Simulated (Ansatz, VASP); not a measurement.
## One calculation of BaTiO3, two programs

File POSCAR:

```
BaTiO3
1.0
    3.9940959787      0.0000000000      0.0000000000
    0.0000000000      3.9940959787      0.0000000000
    0.0000000000      0.0000000000      3.9940959787
Ba Ti O
1 1 3
Direct
    0.5000000000      0.5000000000      0.5000000000
    0.0000000000      0.0000000000      0.0000000000
    0.5000000000      0.0000000000      0.0000000000
    0.0000000000      0.5000000000      0.0000000000
    0.0000000000      0.0000000000      0.5000000000
```

The input INCAR.step1:

```
ALGO = Normal ; EDIFF = 1E-4
ENCUT = 520 ; GGA = PE
ISMEAR = 0 ; LASPH = T
LCHARG = F ; LREAL = F
LWAVE = T ; NBANDS = 28
NELM = 60 ; PREC = Accurate
SIGMA = 0.01
```

Contents of INCAR.step2:

```
ALGO = Normal ; EDIFF = 1E-7
ENCUT = 520 ; ISIF = 2
ISMEAR = 0 ; ISTART = 1
LASPH = T ; LCHARG = T
LELF = T ; LMIXTAU = T
LREAL = F ; LVHAR = T
LWAVE = F ; METAGGA = R2SCAN
NBANDS = 28 ; NELM = 60
PREC = Accurate ; SIGMA = 0.01
```

File KPOINTS:

```
k-points
0
Gamma
  6 6 6
```

Input for Ansatz:

```yaml
crystal:
  lattice:
    - [3.9940959787, 0.0, 0.0]
    - [0.0, 3.9940959787, 0.0]
    - [0.0, 0.0, 3.9940959787]
  atoms:
    - { symbol: Ba, position: [0.5, 0.5, 0.5] }
    - { symbol: Ti, position: [0.0, 0.0, 0.0] }
    - { symbol: O, position: [0.5, 0.0, 0.0] }
    - { symbol: O, position: [0.0, 0.5, 0.0] }
    - { symbol: O, position: [0.0, 0.0, 0.5] }
kpoints:
  mp_grid: { grid: [6, 6, 6] }
  band_path:
    path: [[0.0, 0.0, 0.0], [0.0, 0.5, 0.0], [0.5, 0.5, 0.0], [0.5, 0.5, 0.5]]
    npoints: 1
hamiltonian:
  xc: r2scan
scf:
  occupations: { method: fixed }
  n_extra_bands: 5
output:
  forces: true
  stress: true
  eigenvalues: true
```

Alike in both runs: task single point; functional r2SCAN; k mesh 6 × 6 × 6; no spin polarisation.

|  | VASP | Ansatz |
| --- | --- | --- |
| version | VASP 6.6.1 | Ansatz 0.2.0 |
| potentials or method | VASP PAW PBE potentials, release 64 (Ba_sv, Ti_sv, O) | plane waves, PAW |
| plane-wave cutoff (eV) | 520 | 500 |
| occupations | gaussian, width 0.01 eV | fixed |
| valence electrons in the cell | 40 | 40 |

```tsv
	VASP	Ansatz	Ansatz less VASP
gap on the k mesh at the Fermi level (eV)	2.15	2.17	+0.023
pressure (GPa)	2.0	0.0	-2.00
```

VASP's potentials were made for PBE, not for r2SCAN.

Neither program's run includes spin-orbit coupling.
